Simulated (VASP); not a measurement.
# Tl2CdSnF4 (I-42m) in VASP: single point with PBEsol

Aim: the single point of Tl2CdSnF4 with PBEsol.

All numbers are computed with VASP 6.6.1; they aren't measurements. Logs are shortened: lines on timing, memory, paths and dates and some standing lists are left out, and cuts for length are marked.

### 1 The cell of the first run

It takes space group I-42m (No. 121, tetragonal). The conventional cell has a = 7.318 Å, b = 7.318 Å, c = 6.269 Å, α = 90.00°, β = 90.00°, γ = 90.00°. Tl (site symmetry 222) has 8 F at 3.07 to 3.14 Å and 2 Tl at 3.13 Å and 2 Cd at 3.66 Å and 2 Sn at 3.66 Å within 4.0 Å. Within 3.3 Å of Cd (site symmetry -42m) lie 4 F at 2.49 Å and 2 Sn at 3.13 Å. Within 3.2 Å of Sn (site symmetry -42m) lie 4 F at 2.41 Å and 2 Cd at 3.13 Å. Within 3.2 Å of F (site symmetry m) lie 1 Sn at 2.41 Å and 1 Cd at 2.49 Å and 4 Tl at 3.07 to 3.14 Å.

### 2 Single point, PBEsol

File INCAR:

```
  PREC = Accurate
  ENCUT = 520
  EDIFF = 1E-7
  ISMEAR = 1
  SIGMA = 0.1306
  LREAL = False
  LASPH = True
  NELM = 100
  ALGO = Normal
  ISIF = 2
  LWAVE = False
  LCHARG = False
  GGA = PS
  NBANDS = 50
```

File KPOINTS:

```
regular mesh
0
Gamma
  6 6 6
```

File POSCAR:

```
Tl2CdSnF4
1.0
   -3.6589550000      3.6589550000      3.1343670000
    3.6589550000     -3.6589550000      3.1343670000
    3.6589550000      3.6589550000     -3.1343670000
Tl Cd Sn F
2 1 1 4
Direct
    0.5000000000      0.0000000000      0.5000000000
    0.0000000000      0.5000000000      0.5000000000
    0.5000000000      0.5000000000      0.0000000000
    0.0000000000      0.0000000000      0.0000000000
    0.4216600000      0.4216600000      0.3641800000
    0.5783400000      0.9425200000      0.0000000000
    0.0574800000      0.0574800000      0.6358200000
    0.9425200000      0.5783400000      0.0000000000
```

Potentials or basis: VASP PAW PBE potentials, release 64 (Tl_d, Cd, Sn_d, F).

Started as:

```console
cat potpaw_PBE.64/Tl_d/POTCAR potpaw_PBE.64/Cd/POTCAR potpaw_PBE.64/Sn_d/POTCAR potpaw_PBE.64/F/POTCAR > POTCAR
mpirun -np 1 vasp_std > vasp.out
```

OUTCAR:

```text
PREC = Accurate
   ENCUT = 520
   EDIFF = 1E-7
   ISMEAR = 1
   LREAL = False
   LASPH = True
   NELM = 100
   ISIF = 2
   GGA = PS

 ion  position               nearest neighbor table
   1  0.500  0.000  0.500-   2 3.13   2 3.13   4 3.66   3 3.66   4 3.66   3 3.66
   2  0.000  0.500  0.500-   1 3.13   1 3.13   4 3.66   4 3.66   3 3.66   3 3.66
   3  0.500  0.500  0.000-   5 2.49   7 2.49   6 2.49   8 2.49   4 3.13   4 3.13   1 3.66   1 3.66
                             2 3.66   2 3.66
   4  0.000  0.000  0.000-   7 2.41   5 2.41   6 2.41   8 2.41   3 3.13   3 3.13   1 3.66   2 3.66
                             1 3.66   2 3.66
   5  0.422  0.422  0.364-   4 2.41   3 2.49
   6  0.578  0.943  0.000-   4 2.41   3 2.49
   7  0.057  0.057  0.636-   4 2.41   3 2.49
   8  0.943  0.578  0.000-   4 2.41   3 2.49

  LATTYP: Found a body centered tetragonal cell.
 ALAT       =     7.3179100000
 C/A-ratio  =     0.8566290102

  Lattice vectors:

 A1 = (  -3.6589550000,   3.6589550000,   3.1343670000)
 A2 = (   3.6589550000,  -3.6589550000,   3.1343670000)
 A3 = (   3.6589550000,   3.6589550000,  -3.1343670000)

Analysis of symmetry for initial positions (statically):
=====================================================================
 Subroutine PRICEL returns:
 Original cell was already a primitive cell.

 Routine SETGRP: Setting up the symmetry group for a
 body centered tetragonal supercell.

 Subroutine GETGRP returns: Found  8 space group operations
 (whereof  8 operations were pure point group operations)
 out of a pool of 16 trial point group operations.

The static configuration has the point symmetry D_2d.

Analysis of symmetry for dynamics (positions and initial velocities):
=====================================================================
 Subroutine PRICEL returns:
 Original cell was already a primitive cell.

 Routine SETGRP: Setting up the symmetry group for a
 body centered tetragonal supercell.

 Subroutine GETGRP returns: Found  8 space group operations
 (whereof  8 operations were pure point group operations)
 out of a pool of 16 trial point group operations.

The dynamic configuration has the point symmetry D_2d.

 Subroutine INISYM returns: Found  8 space group operations
 (whereof  8 operations are pure point group operations),
 and found     1 'primitive' translations

[... 111 lines left out ...]
   NFREE  =      0    steps in history (QN), initial steepest desc. (CG)
   ISIF   =      2    stress and relaxation
   ISYM   =      2    0-nonsym 1-usesym 2-fastsym
   POTIM  = 0.5000    time-step for ionic-motion
   TEBEG  =    0.0;   TEEND  =   0.0 temperature during run
   PSTRESS=    0.0 pullay stress
   NELECT =      80.0000    total number of electrons
   NUPDOWN=      -1.0000    fix difference up-down
   EMIN   =  10.00;   EMAX   =-10.00  energy-range for DOS
   EFERMI =   0.00;   METHOD = LEGACY
   ISMEAR =     1;   SIGMA  =   0.13  broadening in eV -4-tet -1-fermi 0-gaus
   EFERMI_NEDOS =   21; number of points for ismear=-14 and -15
   IALGO  =     38    algorithm
   IMIX   =      4    mixing-type and parameters
     AMIX     =   0.40;   BMIX     =  1.00
     AMIX_MAG =   1.60;   BMIX_MAG =  1.00
  volume/ion in A,a.u.               =      20.98       141.59
  Fermi-wavevector in a.u.,A,eV,Ry     =   1.278783  2.416549 22.249414  1.635286
  Thomas-Fermi vector in A             =   2.411306
   LORBIT       =      0    0 simple, 1 ext, 2 COOP (PROOUT), +10 PAW based schemes
   GGA     = PS    functional components
   LHFCALC =     F    Hartree Fock is set to
   AEXX    =    0.0000 exact exchange contribution
   IVDW    =     0    specifies the selected vdW correction
   LEPSILON=     F    determine dielectric tensor
   LRPA    =     F    only Hartree local field effects (RPA)
 non-spin polarized calculation
 Methfessel and Paxton  Order N= 1 SIGMA  =   0.13
  energy-cutoff  :      520.00
  volume of cell :      167.85
 maximum number of plane-waves:      4552
 NGX is ok and might be reduce to    48
   NGX = 23   NGY = 23   NGZ = 23

 number of electron      80.0000017 magnetization

 Free energy of the ion-electron system (eV)
  ---------------------------------------------------
  ext. energy  EPLUGINS =         0.00000000
  ---------------------------------------------------
  free energy    TOTEN  =       -28.97478702 eV

  energy without entropy =      -28.97367088  energy(sigma->0) =      -28.97441497

 E-fermi :   3.5647     XC(G=0):  -9.5922

 val. band max:        3.5473820735   @ k =  -0.3333   0.3333   0.3333
 cond. band min:       3.5715528291   @ k =   0.5000   0.5000   0.1667
 fundamental gap:      0.0241707557
 Fermi energy:         3.5647064150

 k-point     1 :       0.0000    0.0000    0.0000
  band No.  band energies     occupation
      1     -19.4914      2.00000
      2     -19.4830      2.00000
      3     -19.4830      2.00000
      4     -19.4698      2.00000
      5     -18.6559      2.00000
      6     -18.5688      2.00000
[... 1261 lines left out ...]
     49       8.8468      0.00000
     50       9.7243      0.00000

 [... further k-points ...]

------------------------ aborting loop because EDIFF is reached ----------------------------------------

  FORCE on cell =-STRESS in cart. coord.  units (eV):
  Direction    XX          YY          ZZ          XY          YZ          ZX
  --------------------------------------------------------------------------------------
  -------------------------------------------------------------------------------------
  Total       -3.2740593     -3.2740593     -1.7984477      0.0000000     -0.0000000      0.0000000
  in kB      -31.2516637    -31.2516637    -17.1666053      0.0000000     -0.0000000      0.0000000
  external PRESSURE =     -26.5566443 kB  Pullay stress =       0.0000000 kB

 VOLUME and BASIS-vectors are now :
 -----------------------------------------------------------------------------
  energy-cutoff  :      520.00
  volume of cell :      167.85
      direct lattice vectors                 reciprocal lattice vectors
    -3.658955000  3.658955000  3.134367000     0.000000000  0.136651038  0.159521843
     3.658955000 -3.658955000  3.134367000     0.136651038  0.000000000  0.159521843
     3.658955000  3.658955000 -3.134367000     0.136651038  0.136651038  0.000000000

 POSITION                                       TOTAL-FORCE (eV/Angst)
 -----------------------------------------------------------------------------------
      0.00000      3.65896      0.00000        -0.000000      0.000000      0.000000
      3.65896      0.00000      0.00000        -0.000000      0.000000      0.000000
      0.00000      0.00000      3.13437        -0.000000      0.000000     -0.000000
      0.00000      0.00000      0.00000        -0.000000      0.000000     -0.000000
      1.33252      1.33252      1.50180        -0.013355     -0.013355     -0.347987
      1.33252     -1.33252      4.76693        -0.013355      0.013355      0.347987
      2.32644      2.32644     -1.63257         0.013355      0.013355     -0.347987
     -1.33252      1.33252      4.76693         0.013355     -0.013355      0.347987
 -----------------------------------------------------------------------------------
    total drift:                                0.000001      0.000001      0.000002

  FREE ENERGIE OF THE ION-ELECTRON SYSTEM (eV)
  ---------------------------------------------------
  free  energy   TOTEN  =       -28.9747870194 eV

  energy  without entropy=      -28.9736708781  energy(sigma->0) =      -28.97441497
```

OSZICAR:

```text
N       E                     dE             d eps       ncg     rms          rms(c)
DAV:   1     0.827922279173E+03    0.82792E+03   -0.40074E+04  3194   0.178E+03
DAV:   2     0.802560905867E+02   -0.74767E+03   -0.70432E+03  3238   0.518E+02
DAV:   3    -0.285093367285E+02   -0.10877E+03   -0.10553E+03  3352   0.167E+02
DAV:   4    -0.332528644227E+02   -0.47435E+01   -0.47159E+01  3250   0.378E+01
DAV:   5    -0.333549807867E+02   -0.10212E+00   -0.10207E+00  3490   0.587E+00    0.111E+01
DAV:   6    -0.291014588695E+02    0.42535E+01   -0.14666E+01  4304   0.338E+01    0.588E+00
DAV:   7    -0.290941282727E+02    0.73306E-02   -0.24570E+00  3298   0.775E+00    0.334E+00
DAV:   8    -0.290027727596E+02    0.91356E-01   -0.60295E-01  3142   0.394E+00    0.121E+00
DAV:   9    -0.289727171157E+02    0.30056E-01   -0.87988E-02  4302   0.245E+00    0.217E-01
DAV:  10    -0.289743546499E+02   -0.16375E-02   -0.16130E-02  3318   0.742E-01    0.134E-01
DAV:  11    -0.289747418923E+02   -0.38724E-03   -0.83430E-04  3778   0.151E-01    0.885E-02
DAV:  12    -0.289747835982E+02   -0.41706E-04   -0.27390E-04  3450   0.154E-01    0.145E-02
DAV:  13    -0.289747870852E+02   -0.34870E-05   -0.50197E-05  3636   0.436E-02    0.677E-03
DAV:  14    -0.289747869631E+02    0.12206E-06   -0.23948E-06  3652   0.806E-03    0.212E-03
DAV:  15    -0.289747870194E+02   -0.56296E-07   -0.25141E-07  2372   0.264E-03
   1 F= -.28974787E+02 E0= -.28974415E+02  d E =-.111614E-02
```

stdout:

```text
POSCAR found type information on POSCAR TlCdSnF
 POSCAR found :  4 types and       8 ions
 scaLAPACK will be used
 -----------------------------------------------------------------------------
|                                                                             |
|                                                                             |
|     You enforced a specific xc type in the INCAR file but a different       |
|     I HOPE YOU KNOW WHAT YOU ARE DOING!                                     |
|                                                                             |
 -----------------------------------------------------------------------------

 LDA part: xc-table for (Slater+PW92), standard interpolation
 POSCAR, INCAR and KPOINTS ok, starting setup
 FFT: planning ... GRIDC
 FFT: planning ... GRID_SOFT
 FFT: planning ... GRID
 WAVECAR not read
 entering main loop
```

It took 9.3 min on 1 thread of AMD EPYC 7R43 (Zen 3), shared host; peak memory 0.42 GiB.

Results:

| Quantity | Value |
| --- | --- |
| Free energy | -28.9748 eV |
| Pressure | -2.7 GPa |
| Largest force | 0.348 eV/Å |
| Band gap on the k mesh | zero (bands 40 and 41 overlap by 0.81 eV) |

Forces on the atoms (eV/Å):
```
Tl   0.000  0.000  0.000
Tl   0.000  0.000  0.000
Cd   0.000  0.000  0.000
Sn   0.000  0.000  0.000
F   -0.013 -0.013 -0.348
F   -0.013  0.013  0.348
F    0.013  0.013 -0.348
F    0.013 -0.013  0.348
```

Stress tensor (GPa, compression positive):
```
-3.13  0.00  0.00
 0.00 -3.13  0.00
 0.00  0.00 -1.72
```

Caveat: the PAW data sets were made with another functional, which shifts forces and pressure a little; spin-orbit coupling is left out, which moves the levels of the heavy elements.

The gap in the log of VASP goes by the Fermi energy; the results here count the filled bands.